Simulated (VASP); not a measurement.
Set up this calculation in VASP 6.6.1, as the native input.

```
Task                   : electric field gradients
Functional             : PBE
Potentials or basis    : VASP PAW PBE potentials, release 64 (Pb_d, S)
Cutoff                 : 520 eV
k mesh                 : 7 × 7 × 3
Occupations            : fermi-dirac, width 0.01 eV
Spin                   : no spin polarisation
Dipole correction      : no
Further INCAR settings : ALGO = Normal; EDIFF = 1e-08; NBANDS = 28
```

The structure of PbS lies in POSCAR:

```
PbS
1.0
    2.8970000000     -2.8558925000      0.0006075000
    2.9840000000      2.9441075000      0.0876075000
   -0.9044106500      0.1594386000     11.6930892500
Pb S
2 2
Direct
    0.7756000000      0.7756000000      0.6363800000
    0.2244000000      0.2244000000      0.3636200000
    0.2684000000      0.2684000000      0.5986000000
    0.7316000000      0.7316000000      0.4014000000
```

This cell differs from its parent crystal: equal xy, yz and zx shear strains of +3 %.

The input as run:

INCAR

```
  PREC = Accurate
  ENCUT = 520
  EDIFF = 1E-8
  ISMEAR = -1
  SIGMA = 0.01
  LREAL = F
  LASPH = T
  NELM = 80
  ALGO = Normal
  ISIF = 2
  LWAVE = F
  LCHARG = F
  GGA = PE
  LEFG = T
  NBANDS = 28
```

KPOINTS

```
regular mesh
0
Gamma
  7 7 3
```

Potentials or basis: VASP PAW PBE potentials, release 64 (Pb_d, S).

The run is started by

```console
$ cat potpaw_PBE.64/Pb_d/POTCAR potpaw_PBE.64/S/POTCAR > POTCAR
$ mpirun -np 1 vasp_std > vasp.out
```

Results of the run:

```
Largest force                           : 0.408 eV/Å
Band gap on the k mesh                  : 1.25 eV (least direct gap 1.26 eV)
Largest electric field gradient by atom : Pb -132.4; S +10.3 V/Å²
```

Caveat: the cell differs from its parent crystal (equal xy, yz and zx shear strains of +3 %); there is no dipole correction, which matters where the two faces differ; without QUAD_EFG the Cq values of the log hold for a quadrupole moment of 1 mb, not for the nuclei; spin-orbit coupling is left out, which moves the levels of the heavy elements.

It took 13 min on 1 thread of Intel Xeon 8259CL (shared host), peak memory 0.51 GiB.
